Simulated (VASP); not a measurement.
# Zn4HO4 (a cell with a defect) in VASP: further runs

The runs below take Zn4HO4 (a cell with a defect) through single point, with PBEsol.

Program: VASP 6.6.1. These are calculated values, not measurements. Logs are shortened: lines on timing, memory, paths and dates and some standing lists are left out, and cuts for length are marked.

### 1 The cell of the first run

The cell holds a defect, 9 atoms: a = 5.515 Å, b = 5.515 Å, c = 3.243 Å, α = 90.00°, β = 90.00°, γ = 90.00°.

### 2 Single point, PBEsol

INCAR

```
PREC = Accurate
ENCUT = 520
EDIFF = 1E-7
ISMEAR = 0
SIGMA = 0.05
LREAL = False
LASPH = True
NELM = 60
ALGO = Normal
ISIF = 2
LWAVE = False
LCHARG = False
GGA = PS
NBANDS = 46
```

KPOINTS

```
regular mesh
0
Gamma
  4 4 8
```

POSCAR

```
Zn4HO4
1.0
    5.5148137916      0.0000000000      0.0000000000
    0.0000000000      5.5148137916      0.0000000000
    0.0000000000      0.0000000000      3.2430062931
Zn O H
4 4 1
Direct
    0.1820657240      0.1820657240      0.5000000000
    0.8179342760      0.8179342760      0.5000000000
    0.6820657240      0.3179342760      0.0000000000
    0.3179342760      0.6820657240      0.0000000000
    0.8180023132      0.1819976868      0.5000000000
    0.1819976868      0.8180023132      0.5000000000
    0.6819976868      0.6819976868      0.0000000000
    0.3180023132      0.3180023132      0.0000000000
    1.0000405349     -0.2180023132      0.0000000000
```

Potentials or basis: VASP PAW PBE potentials, release 64 (Zn, O, H).

Launch:

```console
$ cat potpaw_PBE.64/Zn/POTCAR potpaw_PBE.64/O/POTCAR potpaw_PBE.64/H/POTCAR > POTCAR
$ mpirun -np 1 vasp_std > vasp.out
```

OUTCAR:

```text
PREC = Accurate
   ENCUT = 520
   EDIFF = 1E-7
   ISMEAR = 0
   LREAL = False
   LASPH = True
   NELM = 60
   ISIF = 2
   GGA = PS

 ion  position               nearest neighbor table
   1  0.182  0.182  0.500-   8 1.94   8 1.94   5 2.01   6 2.01   2 2.84
   2  0.818  0.818  0.500-   9 1.92   9 1.92   7 1.94   7 1.94   5 2.01   6 2.01   1 2.84
   3  0.682  0.318  0.000-   5 1.94   5 1.94   8 2.01   7 2.01   4 2.84
   4  0.318  0.682  0.000-   9 1.84   6 1.94   6 1.94   7 2.01   8 2.01   3 2.84
   5  0.818  0.182  0.500-   3 1.94   3 1.94   1 2.01   2 2.01
   6  0.182  0.818  0.500-   4 1.94   4 1.94   1 2.01   2 2.01
   7  0.682  0.682  0.000-   2 1.94   2 1.94   4 2.01   3 2.01
   8  0.318  0.318  0.000-   1 1.94   1 1.94   4 2.01   3 2.01
   9  0.000  0.782  0.000-   4 1.84   2 1.92   2 1.92

  LATTYP: Found a simple tetragonal cell.
 ALAT       =     5.5148137916
 C/A-ratio  =     0.5880536344

  Lattice vectors:

 A1 = (   5.5148137916,   0.0000000000,   0.0000000000)
 A2 = (   0.0000000000,   5.5148137916,   0.0000000000)
 A3 = (   0.0000000000,   0.0000000000,   3.2430062931)

Analysis of symmetry for initial positions (statically):
=====================================================================
 Subroutine PRICEL returns:
 Original cell was already a primitive cell.

 Routine SETGRP: Setting up the symmetry group for a
 simple tetragonal supercell.

 Subroutine GETGRP returns: Found  2 space group operations
 (whereof  2 operations were pure point group operations)
 out of a pool of 16 trial point group operations.

The static configuration has the point symmetry C_1h.

Analysis of symmetry for dynamics (positions and initial velocities):
=====================================================================
 Subroutine PRICEL returns:
 Original cell was already a primitive cell.

 Routine SETGRP: Setting up the symmetry group for a
 simple tetragonal supercell.

 Subroutine GETGRP returns: Found  2 space group operations
 (whereof  2 operations were pure point group operations)
 out of a pool of 16 trial point group operations.

The dynamic configuration has the point symmetry C_1h.

 Subroutine INISYM returns: Found  2 space group operations
 (whereof  2 operations are pure point group operations),
 and found     1 'primitive' translations

----------------------------------------------------------------------------------------

                                     Primitive cell

  volume of cell :      98.6301

  direct lattice vectors                    reciprocal lattice vectors
     5.514813792  0.000000000  0.000000000     0.181329785  0.000000000  0.000000000
     0.000000000  5.514813792  0.000000000     0.000000000  0.181329785  0.000000000
     0.000000000  0.000000000  3.243006293     0.000000000  0.000000000  0.308355862

  length of vectors
     5.514813792  5.514813792  3.243006293     0.181329785  0.181329785  0.308355862

  position of ions in fractional coordinates (direct lattice)
     0.182065724  0.182065724  0.500000000
     0.817934276  0.817934276  0.500000000
     0.682065724  0.317934276  0.000000000
     0.317934276  0.682065724  0.000000000
     0.818002313  0.181997687  0.500000000
     0.181997687  0.818002313  0.500000000
     0.681997687  0.681997687  0.000000000
     0.318002313  0.318002313  0.000000000
     0.000040535  0.781997687  0.000000000

  ion indices of the primitive-cell ions
   primitive index   ion index
                 1           1
                 2           2
                 3           3
                 4           4
                 5           5
                 6           6
                 7           7
                 8           8
                 9           9

----------------------------------------------------------------------------------------

 KPOINTS: regular mesh

Automatic generation of k-mesh.
 Grid dimensions read from file:
 generate k-points for:    4    4    8

 Generating k-lattice:

  Cartesian coordinates                     Fractional coordinates (reciprocal lattice)
     0.045332446  0.000000000  0.000000000     0.250000000  0.000000000  0.000000000
     0.000000000  0.045332446  0.000000000     0.000000000  0.250000000  0.000000000
     0.000000000  0.000000000  0.038544483     0.000000000  0.000000000  0.125000000

  Length of vectors
     0.045332446  0.045332446  0.038544483

  Shift w.r.t. Gamma in fractional coordinates (k-lattice)
     0.000000000  0.000000000  0.000000000

 Subroutine IBZKPT returns following result:
 ===========================================

 Found     50 irreducible k-points:

 Following reciprocal coordinates:
            Coordinates               Weight
  0.000000  0.000000  0.000000      1.000000
  0.250000  0.000000  0.000000      2.000000
  0.000000  0.250000  0.000000      2.000000
  0.500000  0.000000  0.000000      1.000000
  0.000000  0.500000  0.000000      1.000000
  0.250000  0.250000  0.000000      2.000000
[... 16 lines left out ...]
  0.000000  0.250000  0.250000      4.000000
  0.500000  0.000000  0.250000      2.000000
 [... further k-points ...]
   k-points           NKPTS =     50   k-points in BZ     NKDIM =     50   number of bands    NBANDS=     46
   number of dos      NEDOS =    301   number of ions     NIONS =      9
   total plane-waves  NPLWV =  42336
   dimension x,y,z NGX =    42 NGY =   42 NGZ =   24
   dimension x,y,z NGXF=    84 NGYF=   84 NGZF=   48
   ions per type =               4   4   1
   NGX,Y,Z   is equivalent  to a cutoff of  12.66, 12.66, 12.30 a.u.
   NGXF,Y,Z  is equivalent  to a cutoff of  25.32, 25.32, 24.61 a.u.
 SYSTEM =  unknown system
   PREC   = accura    normal or accurate (medium, high low for compatibility)
   ISTART =      0    job   : 0-new  1-cont  2-samecut
   ICHARG =      2    charge: 1-file 2-atom 10-const
   ISPIN  =      1    spin polarized calculation?
   LNONCOLLINEAR =      F non collinear calculations
   LSORBIT =      F    spin-orbit coupling
   LASPH  =      T    aspherical Exc in radial PAW
   ENCUT  =  520.0 eV  38.22 Ry    6.18 a.u.  10.25 10.25  6.03*2*pi/ulx,y,z
   NELM   =     60;   NELMIN=  2; NELMDL= -5     # of ELM steps
   EDIFF  = 0.1E-06   stopping-criterion for ELM
   LREAL  =      F    real-space projection
   EDIFFG = 0.1E-05   stopping-criterion for IOM
   NSW    =      0    number of steps for IOM
   IBRION =     -1    ionic relax: 0-MD 1-quasi-New 2-CG
   NFREE  =      0    steps in history (QN), initial steepest desc. (CG)
   ISIF   =      2    stress and relaxation
   ISYM   =      2    0-nonsym 1-usesym 2-fastsym
   POTIM  = 0.5000    time-step for ionic-motion
   TEBEG  =    0.0;   TEEND  =   0.0 temperature during run
   PSTRESS=    0.0 pullay stress
   NELECT =      73.0000    total number of electrons
   NUPDOWN=      -1.0000    fix difference up-down
   EMIN   =  10.00;   EMAX   =-10.00  energy-range for DOS
   EFERMI =   0.00;   METHOD = LEGACY
   ISMEAR =     0;   SIGMA  =   0.05  broadening in eV -4-tet -1-fermi 0-gaus
   EFERMI_NEDOS =   21; number of points for ismear=-14 and -15
   IALGO  =     38    algorithm
   IMIX   =      4    mixing-type and parameters
     AMIX     =   0.40;   BMIX     =  1.00
     AMIX_MAG =   1.60;   BMIX_MAG =  1.00
  volume/ion in A,a.u.               =      10.96        73.95
  Fermi-wavevector in a.u.,A,eV,Ry     =   1.480855  2.798411 29.836656  2.192932
  Thomas-Fermi vector in A             =   2.594838
   LORBIT       =      0    0 simple, 1 ext, 2 COOP (PROOUT), +10 PAW based schemes
   GGA     = PS    functional components
   LHFCALC =     F    Hartree Fock is set to
   AEXX    =    0.0000 exact exchange contribution
   IVDW    =     0    specifies the selected vdW correction
   LEPSILON=     F    determine dielectric tensor
   LRPA    =     F    only Hartree local field effects (RPA)
 non-spin polarized calculation
 Gauss-broadening in eV      SIGMA  =   0.05
  energy-cutoff  :      520.00
  volume of cell :       98.63
 maximum number of plane-waves:      2684
 NGX is ok and might be reduce to    42
   NGX = 21   NGY = 21   NGZ = 13

 number of electron      73.0000002 magnetization

 Free energy of the ion-electron system (eV)
  ---------------------------------------------------
  ext. energy  EPLUGINS =         0.00000000
  ---------------------------------------------------
  free energy    TOTEN  =       -39.38130170 eV

  energy without entropy =      -39.37891914  energy(sigma->0) =      -39.38011042

 E-fermi :   2.8685     XC(G=0): -11.1209

 val. band max:        2.8294671759   @ k =   0.0000   0.2500   0.2500
 cond. band min:       2.8709589473   @ k =   0.2500   0.2500   0.2500
 fundamental gap:      0.0414917714
 Fermi energy:         2.8684549993

 k-point     1 :       0.0000    0.0000    0.0000
  band No.  band energies     occupation
      1     -17.2911      2.00000
      2     -16.5880      2.00000
      3     -16.3414      2.00000
      4     -16.1053      2.00000
      5      -6.1273      2.00000
      6      -5.3281      2.00000
[... 38 lines left out ...]
     45      11.1954      0.00000
     46      12.7952      0.00000

 k-point     2 :       0.2500    0.0000    0.0000
  band No.  band energies     occupation
      1     -17.2008      2.00000
      2     -16.7029      2.00000
      3     -16.3000      2.00000
      4     -16.1287      2.00000
      5      -6.2155      2.00000
      6      -5.4032      2.00000
[... 38 lines left out ...]
     45      11.5295      0.00000
     46      12.1649      0.00000

 k-point     3 :       0.0000    0.2500    0.0000
  band No.  band energies     occupation
      1     -17.2271      2.00000
      2     -16.6296      2.00000
      3     -16.3880      2.00000
      4     -16.0862      2.00000
      5      -6.1067      2.00000
      6      -5.3918      2.00000
[... 38 lines left out ...]
     45      11.2977      0.00000
     46      12.2693      0.00000

 k-point     4 :       0.5000    0.0000    0.0000
  band No.  band energies     occupation
      1     -17.0138      2.00000
      2     -16.9118      2.00000
      3     -16.2182      2.00000
      4     -16.1950      2.00000
      5      -6.2976      2.00000
      6      -5.4610      2.00000
[... 920 lines left out ...]
     45      10.4986      0.00000
     46      11.0134      0.00000

 k-point    23 :       0.0000    0.2500    0.2500
  band No.  band energies     occupation
      1     -16.9923      2.00000
      2     -16.5529      2.00000
      3     -16.2466      2.00000
      4     -16.0327      2.00000
      5      -6.0237      2.00000
      6      -5.3034      2.00000
[... 38 lines left out ...]
     45      10.4828      0.00000
     46      10.7315      0.00000

 k-point    24 :       0.5000    0.0000    0.2500
  band No.  band energies     occupation
      1     -16.8282      2.00000
      2     -16.7494      2.00000
      3     -16.1320      2.00000
      4     -16.1120      2.00000
      5      -6.3931      2.00000
      6      -5.3286      2.00000
[... 38 lines left out ...]
     45      10.3172      0.00000
     46      10.5133      0.00000

 [... further k-points ...]
[... 5 lines left out ...]
  --------------------------------------------------------------------------------------
  -------------------------------------------------------------------------------------
  Total        3.6452119      2.2314027      5.6272692     -0.0056113      0.0000000      0.0000000
  in kB       59.2139278     36.2475812     91.4110662     -0.0911521      0.0000000      0.0000000
  external PRESSURE =      62.2908584 kB  Pullay stress =       0.0000000 kB

 VOLUME and BASIS-vectors are now :
 -----------------------------------------------------------------------------
  energy-cutoff  :      520.00
  volume of cell :       98.63
      direct lattice vectors                 reciprocal lattice vectors
     5.514813792  0.000000000  0.000000000     0.181329785  0.000000000  0.000000000
     0.000000000  5.514813792  0.000000000     0.000000000  0.181329785  0.000000000
     0.000000000  0.000000000  3.243006293     0.000000000  0.000000000  0.308355862

 POSITION                                       TOTAL-FORCE (eV/Angst)
 -----------------------------------------------------------------------------------
      1.00406      1.00406      1.62150         0.001098      0.119718      0.000000
      4.51076      4.51076      1.62150        -0.224659      0.204900      0.000000
      3.76147      1.75335      0.00000        -0.014829     -0.243380      0.000000
      1.75335      3.76147      0.00000         0.184083     -0.322455      0.000000
      4.51113      1.00368      1.62150        -0.093839      0.104008      0.000000
      1.00368      4.51113      1.62150         0.461754      0.228132      0.000000
      3.76109      3.76109      0.00000        -0.822689     -0.216616      0.000000
      1.75372      1.75372      0.00000         0.119204      0.049726      0.000000
      0.00022      4.31257      0.00000         0.389877      0.075968      0.000000
 -----------------------------------------------------------------------------------
    total drift:                                0.000039     -0.000036      0.000000

  FREE ENERGIE OF THE ION-ELECTRON SYSTEM (eV)
  ---------------------------------------------------
  free  energy   TOTEN  =       -39.3813016998 eV

  energy  without entropy=      -39.3789191382  energy(sigma->0) =      -39.38011042
```

Run time: 2.4 min. Hardware: 1 thread of AMD EPYC 9R45 (Zen 5), shared host; peak memory 0.27 GiB.

What came out:

* Free energy: -39.3813 eV
* Pressure: 6.2 GPa
* Largest force: 0.851 eV/Å
* Band gap on the k mesh: zero (an odd number of electrons rules out a gap without spin polarisation)

Forces on the atoms (eV/Å):
```
Zn   0.001  0.120  0.000
Zn  -0.225  0.205  0.000
Zn  -0.015 -0.243  0.000
Zn   0.184 -0.322  0.000
O   -0.094  0.104  0.000
O    0.462  0.228  0.000
O   -0.823 -0.217  0.000
O    0.119  0.050  0.000
H    0.390  0.076  0.000
```

Stress tensor (GPa, compression positive):
```
 5.92 -0.01  0.00
-0.01  3.62  0.00
 0.00  0.00  9.14
```

Caveat: the PAW data sets were made with another functional, which shifts forces and pressure a little; an odd number of electrons without spin polarisation forces a metal; a magnetic or distorted state may lie lower.

(Part 1 of 2 ends here.)
